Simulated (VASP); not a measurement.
# NiO (I4/mmm) in VASP: a series of runs

The runs below take NiO through electric field gradients, with PBE.

Everything below comes from runs of VASP 6.6.1. Logs are shortened: lines on timing, memory, paths and dates and some standing lists are left out, and cuts for length are marked.

### 1 The cell of the first run

It takes space group I4/mmm (No. 139, tetragonal). Conventional cell: a = 2.958 Å, b = 2.958 Å, c = 4.057 Å, α = 90.00°, β = 90.00°, γ = 90.00°. Within 2.7 Å of Ni (site symmetry 4/mmm) lie 6 O at 2.03 to 2.09 Å. O (site symmetry 4/mmm) has 6 Ni at 2.03 to 2.09 Å within 2.7 Å.

### 2 Electric field gradients, PBE, collinear spin, ferromagnetic start (zz strain of -3 %)

File INCAR:

```
PREC = Accurate
ENCUT = 520
EDIFF = 1E-8
ISMEAR = -1
SIGMA = 0.03
LREAL = False
LASPH = True
NELM = 150
ALGO = Normal
ISIF = 2
LWAVE = False
LCHARG = False
ISPIN = 2
MAGMOM = 1.5 0
LORBIT = 11
LMAXMIX = 4
GGA = PE
LEFG = True
NBANDS = 19
```

File KPOINTS:

```
Automatic mesh
0
Gamma
  17 17 17
```

File POSCAR:

```
NiO
1.0
    0.0000000000      2.0913100000      2.0285707000
    2.0913100000      0.0000000000      2.0285707000
    2.0913100000      2.0913100000      0.0000000000
Ni O
1 1
Direct
    0.0000000000      0.0000000000      0.0000000000
    0.5000000000      0.5000000000      0.5000000000
```

Potentials or basis: VASP PAW PBE potentials, release 64 (Ni, O).

The run is started by

```bash
cat potpaw_PBE.64/Ni/POTCAR potpaw_PBE.64/O/POTCAR > POTCAR
mpirun -np 1 vasp_std > vasp.out
```

OUTCAR:

```text
PREC = Accurate
   ENCUT = 520
   EDIFF = 1E-8
   ISMEAR = -1
   LREAL = False
   LASPH = True
   NELM = 150
   ISIF = 2
   ISPIN = 2
   LORBIT = 11
   GGA = PE

 ion  position               nearest neighbor table
   1  0.000  0.000  0.000-   2 2.03   2 2.03   2 2.09   2 2.09   2 2.09   2 2.09
   2  0.500  0.500  0.500-   1 2.03   1 2.03   1 2.09   1 2.09   1 2.09   1 2.09

  LATTYP: Found a body centered tetragonal cell.
 ALAT       =     2.9575589651
 C/A-ratio  =     1.3717871555

  Lattice vectors:

 A1 = (   0.0000000000,  -2.0913100000,  -2.0285707000)
 A2 = (   0.0000000000,   2.0913100000,  -2.0285707000)
 A3 = (   2.0913100000,   0.0000000000,   2.0285707000)

Analysis of symmetry for initial positions (statically):
=====================================================================
 Subroutine PRICEL returns:
 Original cell was already a primitive cell.

 Routine SETGRP: Setting up the symmetry group for a
 body centered tetragonal supercell.

 Subroutine GETGRP returns: Found 16 space group operations
 (whereof 16 operations were pure point group operations)
 out of a pool of 16 trial point group operations.

The static configuration has the point symmetry D_4h.

Analysis of symmetry for dynamics (positions and initial velocities):
=====================================================================
 Subroutine PRICEL returns:
 Original cell was already a primitive cell.

 Routine SETGRP: Setting up the symmetry group for a
 body centered tetragonal supercell.

 Subroutine GETGRP returns: Found 16 space group operations
 (whereof 16 operations were pure point group operations)
 out of a pool of 16 trial point group operations.

The dynamic configuration has the point symmetry D_4h.

Analysis of structural, dynamic, and magnetic symmetry:
=====================================================================
 Subroutine PRICEL returns:
 Original cell was already a primitive cell.

[... 165 lines left out ...]
  band No.  band energies     occupation
      1     -12.3572      1.00000
      2       5.0874      1.00000
      3       5.1904      1.00000
      4       5.1904      1.00000
      5       5.2090      1.00000
      6       5.2236      1.00000
[... 517 lines left out ...]
     18      37.1955      0.00000
     19      37.5518      0.00000

 [... further k-points ...]

 spin component 2

 k-point     1 :       0.0000    0.0000    0.0000
  band No.  band energies     occupation
      1     -11.9649      1.00000
      2       5.5126      1.00000
      3       5.6627      1.00000
      4       5.6627      1.00000
      5       6.3387      1.00000
      6       6.3389      1.00000
[... 517 lines left out ...]
     18      37.7273      0.00000
     19      38.1216      0.00000

 [... further k-points ...]

------------------------ aborting loop because EDIFF is reached ----------------------------------------

  FORCE on cell =-STRESS in cart. coord.  units (eV):
  Direction    XX          YY          ZZ          XY          YZ          ZX
  --------------------------------------------------------------------------------------
  -------------------------------------------------------------------------------------
  Total        0.9558007      0.9558007      1.4343535     -0.0000000     -0.0000000      0.0000000
  in kB       86.3020203     86.3020203    129.5119372     -0.0000000     -0.0000000      0.0000000
  external PRESSURE =     100.7053259 kB  Pullay stress =       0.0000000 kB

 VOLUME and BASIS-vectors are now :
 -----------------------------------------------------------------------------
  energy-cutoff  :      520.00
  volume of cell :       17.74
      direct lattice vectors                 reciprocal lattice vectors
     0.000000000  2.091310000  2.028570700    -0.239084593  0.239084593  0.246478962
     2.091310000  0.000000000  2.028570700     0.239084593 -0.239084593  0.246478962
     2.091310000  2.091310000  0.000000000     0.239084593  0.239084593 -0.246478962

 POSITION                                       TOTAL-FORCE (eV/Angst)
 -----------------------------------------------------------------------------------
      0.00000      0.00000      0.00000         0.000000      0.000000      0.000000
      2.09131      2.09131      2.02857         0.000000      0.000000     -0.000000
 -----------------------------------------------------------------------------------
    total drift:                                0.000000     -0.000000     -0.000000

  FREE ENERGIE OF THE ION-ELECTRON SYSTEM (eV)
  ---------------------------------------------------
  free  energy   TOTEN  =       -11.4470672917 eV

  energy  without entropy=      -11.4431038209  energy(sigma->0) =      -11.44508556

 Electric field gradients (V/A^2)
---------------------------------------------------------------------
 ion       V_xx      V_yy      V_zz      V_xy      V_xz      V_yz
---------------------------------------------------------------------
   1       1.458     1.458    -2.916    -0.001    -0.001    -0.001
   2      -2.888    -2.888     5.776    -0.001    -0.001    -0.001
---------------------------------------------------------------------

 Electric field gradients after diagonalization (V/A^2)
 (convention: |V_zz| > |V_xx| > |V_yy|)
----------------------------------------------------------------------
 ion       V_xx      V_yy      V_zz     asymmetry (V_yy - V_xx)/ V_zz
----------------------------------------------------------------------
   1       1.459     1.457    -2.916       0.001
   2      -2.889    -2.887     5.776       0.000
----------------------------------------------------------------------

           NMR quadrupolar parameters

 Cq : quadrupolar parameter    Cq=e*Q*V_zz/h
 eta: asymmetry parameters     (V_yy - V_xx)/ V_zz
 Q  : nuclear electric quadrupole moment in mb (millibarn)
----------------------------------------------------------------------
 ion       Cq(MHz)       eta       Q (mb)
----------------------------------------------------------------------
   1      -0.007       0.001       1.000
   2       0.014       0.000       1.000
----------------------------------------------------------------------

 total charge

# of ion       s       p       d       tot
------------------------------------------
    1        0.341   0.426   8.278   9.045
    2        1.558   3.432   0.000   4.990
--------------------------------------------------
tot          1.899   3.858   8.278  14.035

 magnetization (x)

# of ion       s       p       d       tot
------------------------------------------
    1        0.012   0.015   1.317   1.344
    2        0.028   0.211   0.000   0.239
--------------------------------------------------
tot          0.040   0.226   1.317   1.583
```

OSZICAR:

```text
N       E                     dE             d eps       ncg     rms          rms(c)
DAV:   1     0.841362645104E+02    0.84136E+02   -0.70509E+03 32980   0.105E+03
DAV:   2    -0.858589435238E+01   -0.92722E+02   -0.81024E+02 32035   0.237E+02
[... 11 lines left out ...]
DAV:  14    -0.114470678350E+02    0.68105E-06   -0.23942E-06 40023   0.394E-02    0.105E-02
DAV:  15    -0.114470673891E+02    0.44588E-06   -0.21129E-06 43615   0.296E-02    0.146E-03
DAV:  16    -0.114470673219E+02    0.67224E-07   -0.28784E-07 37193   0.757E-03    0.981E-04
DAV:  17    -0.114470673049E+02    0.16999E-07   -0.16830E-08 27858   0.221E-03    0.368E-04
DAV:  18    -0.114470672947E+02    0.10129E-07   -0.40681E-09 17318   0.130E-03    0.126E-04
DAV:  19    -0.114470672917E+02    0.29984E-08   -0.23167E-09 16137   0.628E-04
   1 F= -.11447067E+02 E0= -.11445086E+02  d E =-.396347E-02  mag=     1.6224
```

stdout:

```text
POSCAR found type information on POSCAR NiO
 POSCAR found :  2 types and       2 ions
 scaLAPACK will be used
 LDA part: xc-table for (Slater+PW92), standard interpolation
 POSCAR, INCAR and KPOINTS ok, starting setup
 FFT: planning ... GRIDC
 FFT: planning ... GRID_SOFT
 FFT: planning ... GRID
 WAVECAR not read
 entering main loop
ion   1

ion   2
```

Run time: 5.3 min. Hardware: 1 thread of Intel Xeon Platinum 8375C at 2.90GHz (Ice Lake), shared host; peak memory 0.32 GiB.

What came out:

- Free energy: -11.4471 eV
- Pressure: 10.1 GPa
- Net moment: 1.62 μB per cell
- Site moments: Ni +1.34; O +0.24 μB
- Largest electric field gradient by atom: Ni -2.9; O +5.8 V/Å²
- Valence electrons inside the program's atomic spheres: Ni 9.04; O 4.99

Levels at points of the mesh, in eV from the Fermi level:
Spin up:
```
           k point  band 5  band 6  band 7  band 8  band 9  band 10  band 11  band 12  band 13  band 14
(0.00, 0.00, 0.00)   -3.11   -3.10   -2.74   -2.74   -2.59     1.66    17.91    19.09    19.09    19.15
```
Spin down:
```
           k point  band 3  band 4  band 5  band 6  band 7  band 8  band 9  band 10  band 11  band 12
(0.00, 0.00, 0.00)   -2.66   -2.66   -1.98   -1.98   -1.83   -0.75   -0.75     2.00    17.86    19.30
```

Electric field gradients, principal values (V/Å²):
```csv
atom,least,middle,greatest (by size)
1 Ni,1.457,1.459,-2.916
2 O,-2.887,-2.889,5.776
```

Caveat: the cell differs from its parent crystal (zz strain of -3 %); the cell stands under pressure; without QUAD_EFG the Cq values of the log hold for a quadrupole moment of 1 mb, not for the nuclei; a cell with one magnetic atom can't hold antiferromagnetic order, which such compounds often take; semilocal functionals often make such compounds metallic where correlation or magnetic order opens a gap, which also shifts bond lengths.

### 3 Electric field gradients, PBE, collinear spin, ferromagnetic start (zz strain of -3 %)

File INCAR:

```
SYSTEM = NiO
ALGO     = Normal         ! electronic algorithm
EDIFF    = 1E-8           ! SCF threshold, eV
ENCUT    = 520            ! plane-wave cutoff, eV
GGA      = PE             ! functional
ISIF     = 2              ! what is computed and relaxed
ISMEAR   = -1             ! smearing method
ISPIN    = 2              ! spin polarisation
LASPH    = .True.         ! aspherical terms in the spheres
LCHARG   = .False.        ! write CHGCAR
LEFG     = .True.       
LMAXMIX  = 4              ! l up to which the mixer works
LORBIT   = 11             ! projections on sites
LREAL    = .False.        ! projectors in reciprocal space
LWAVE    = .False.        ! write WAVECAR
MAGMOM   = 1.5 0          ! initial moments
NBANDS   = 19             ! bands
NELM     = 150            ! most SCF steps
PREC     = Accurate       ! precision mode
SIGMA    = 0.03           ! smearing width, eV
```

File KPOINTS:

```
k-points
0
Gamma
  17 17 17
  0 0 0
```

POSCAR is that of step 2.

Potentials or basis: VASP PAW PBE potentials, release 64 (Ni, O).

The run is started by

```bash
cat potpaw_PBE.64/Ni/POTCAR potpaw_PBE.64/O/POTCAR > POTCAR
mpirun -np 1 vasp_std > vasp.out
```

OUTCAR:

```text
SYSTEM = NiO
   EDIFF = 1E-8
   ENCUT = 520
   GGA = PE
   ISIF = 2
   ISMEAR = -1
   ISPIN = 2
   LASPH = .True.
   LORBIT = 11
   LREAL = .False.
   NELM = 150
   PREC = Accurate

 ion  position               nearest neighbor table
   1  0.000  0.000  0.000-   2 2.03   2 2.03   2 2.09   2 2.09   2 2.09   2 2.09
   2  0.500  0.500  0.500-   1 2.03   1 2.03   1 2.09   1 2.09   1 2.09   1 2.09

  LATTYP: Found a body centered tetragonal cell.
 ALAT       =     2.9575589651
 C/A-ratio  =     1.3717871555

  Lattice vectors:

 A1 = (   0.0000000000,  -2.0913100000,  -2.0285707000)
 A2 = (   0.0000000000,   2.0913100000,  -2.0285707000)
 A3 = (   2.0913100000,   0.0000000000,   2.0285707000)

Analysis of symmetry for initial positions (statically):
=====================================================================
 Subroutine PRICEL returns:
 Original cell was already a primitive cell.

 Routine SETGRP: Setting up the symmetry group for a
 body centered tetragonal supercell.

 Subroutine GETGRP returns: Found 16 space group operations
 (whereof 16 operations were pure point group operations)
 out of a pool of 16 trial point group operations.

The static configuration has the point symmetry D_4h.

Analysis of symmetry for dynamics (positions and initial velocities):
=====================================================================
 Subroutine PRICEL returns:
 Original cell was already a primitive cell.

 Routine SETGRP: Setting up the symmetry group for a
 body centered tetragonal supercell.

 Subroutine GETGRP returns: Found 16 space group operations
 (whereof 16 operations were pure point group operations)
[... 1240 lines left out ...]
  -------------------------------------------------------------------------------------
  Total        0.9558007      0.9558007      1.4343535     -0.0000000     -0.0000000      0.0000000
  in kB       86.3020203     86.3020203    129.5119372     -0.0000000     -0.0000000      0.0000000
  external PRESSURE =     100.7053259 kB  Pullay stress =       0.0000000 kB

 VOLUME and BASIS-vectors are now :
 -----------------------------------------------------------------------------
  energy-cutoff  :      520.00
  volume of cell :       17.74
      direct lattice vectors                 reciprocal lattice vectors
     0.000000000  2.091310000  2.028570700    -0.239084593  0.239084593  0.246478962
     2.091310000  0.000000000  2.028570700     0.239084593 -0.239084593  0.246478962
     2.091310000  2.091310000  0.000000000     0.239084593  0.239084593 -0.246478962

 POSITION                                       TOTAL-FORCE (eV/Angst)
 -----------------------------------------------------------------------------------
      0.00000      0.00000      0.00000         0.000000      0.000000      0.000000
      2.09131      2.09131      2.02857         0.000000      0.000000     -0.000000
 -----------------------------------------------------------------------------------
    total drift:                                0.000000     -0.000000     -0.000000

  FREE ENERGIE OF THE ION-ELECTRON SYSTEM (eV)
  ---------------------------------------------------
  free  energy   TOTEN  =       -11.4470672917 eV

  energy  without entropy=      -11.4431038209  energy(sigma->0) =      -11.44508556

 Electric field gradients (V/A^2)
---------------------------------------------------------------------
 ion       V_xx      V_yy      V_zz      V_xy      V_xz      V_yz
---------------------------------------------------------------------
   1       1.458     1.458    -2.916    -0.001    -0.001    -0.001
   2      -2.888    -2.888     5.776    -0.001    -0.001    -0.001
---------------------------------------------------------------------

 Electric field gradients after diagonalization (V/A^2)
 (convention: |V_zz| > |V_xx| > |V_yy|)
----------------------------------------------------------------------
 ion       V_xx      V_yy      V_zz     asymmetry (V_yy - V_xx)/ V_zz
----------------------------------------------------------------------
   1       1.459     1.457    -2.916       0.001
   2      -2.889    -2.887     5.776       0.000
----------------------------------------------------------------------

           NMR quadrupolar parameters

 Cq : quadrupolar parameter    Cq=e*Q*V_zz/h
 eta: asymmetry parameters     (V_yy - V_xx)/ V_zz
 Q  : nuclear electric quadrupole moment in mb (millibarn)
----------------------------------------------------------------------
 ion       Cq(MHz)       eta       Q (mb)
----------------------------------------------------------------------
   1      -0.007       0.001       1.000
   2       0.014       0.000       1.000
----------------------------------------------------------------------

 total charge

# of ion       s       p       d       tot
------------------------------------------
    1        0.341   0.426   8.278   9.045
    2        1.558   3.432   0.000   4.990
--------------------------------------------------
tot          1.899   3.858   8.278  14.035

 magnetization (x)

# of ion       s       p       d       tot
------------------------------------------
    1        0.012   0.015   1.317   1.344
    2        0.028   0.211   0.000   0.239
--------------------------------------------------
tot          0.040   0.226   1.317   1.583
```

OSZICAR:

```text
N       E                     dE             d eps       ncg     rms          rms(c)
DAV:   1     0.841362645104E+02    0.84136E+02   -0.70509E+03 32980   0.105E+03
DAV:   2    -0.858589435238E+01   -0.92722E+02   -0.81024E+02 32035   0.237E+02
[... 11 lines left out ...]
DAV:  14    -0.114470678350E+02    0.68105E-06   -0.23942E-06 40023   0.394E-02    0.105E-02
DAV:  15    -0.114470673891E+02    0.44588E-06   -0.21129E-06 43615   0.296E-02    0.146E-03
DAV:  16    -0.114470673219E+02    0.67224E-07   -0.28784E-07 37193   0.757E-03    0.981E-04
DAV:  17    -0.114470673049E+02    0.16999E-07   -0.16830E-08 27858   0.221E-03    0.368E-04
DAV:  18    -0.114470672947E+02    0.10129E-07   -0.40681E-09 17318   0.130E-03    0.126E-04
DAV:  19    -0.114470672917E+02    0.29984E-08   -0.23167E-09 16137   0.628E-04
   1 F= -.11447067E+02 E0= -.11445086E+02  d E =-.396347E-02  mag=     1.6224
```

stdout:

```text
POSCAR found type information on POSCAR NiO
 POSCAR found :  2 types and       2 ions
 scaLAPACK will be used
 LDA part: xc-table for (Slater+PW92), standard interpolation
 POSCAR, INCAR and KPOINTS ok, starting setup
 FFT: planning ... GRIDC
 FFT: planning ... GRID_SOFT
 FFT: planning ... GRID
 WAVECAR not read
 entering main loop
ion   1

ion   2
```

Run time: 5.3 min. Hardware: 1 thread of Intel Xeon Platinum 8375C at 2.90GHz (Ice Lake), shared host; peak memory 0.32 GiB.

Results:

```yaml
Free_energy: -11.4471 eV
Pressure: 10.1 GPa
Net_moment: 1.62 μB per cell
Site_moments: Ni +1.34; O +0.24 μB
Largest_electric_field_gradient_by_atom: Ni -2.9; O +5.8 V/Å²
Valence_electrons_inside_the_program's_atomic_spheres: Ni 9.04; O 4.99
```

Stress tensor (GPa, compression positive):
```
 8.63  0.00  0.00
 0.00  8.63  0.00
 0.00  0.00 12.95
```

Levels at points of the mesh, in eV from the Fermi level:
Spin up:
| k point | band 5 | band 6 | band 7 | band 8 | band 9 | band 10 | band 11 | band 12 | band 13 | band 14 |
| --- | --- | --- | --- | --- | --- | --- | --- | --- | --- | --- |
| (0.00, 0.00, 0.00) | -3.11 | -3.10 | -2.74 | -2.74 | -2.59 | 1.66 | 17.91 | 19.09 | 19.09 | 19.15 |
Spin down:
| k point | band 4 | band 5 | band 6 | band 7 | band 8 | band 9 | band 10 | band 11 |
| --- | --- | --- | --- | --- | --- | --- | --- | --- |
| (0.00, 0.00, 0.00) | -2.66 | -1.98 | -1.98 | -1.83 | -0.75 | -0.75 | 2.00 | 17.86 |

Electric field gradients, principal values (V/Å²):
```csv
atom,least,middle,greatest (by size)
1 Ni,1.457,1.459,-2.916
2 O,-2.887,-2.889,5.776
```

Caveat: the cell differs from its parent crystal (zz strain of -3 %); the cell stands under pressure; without QUAD_EFG the Cq values of the log hold for a quadrupole moment of 1 mb, not for the nuclei; a cell with one magnetic atom can't hold antiferromagnetic order, which such compounds often take; semilocal functionals often make such compounds metallic where correlation or magnetic order opens a gap, which also shifts bond lengths.
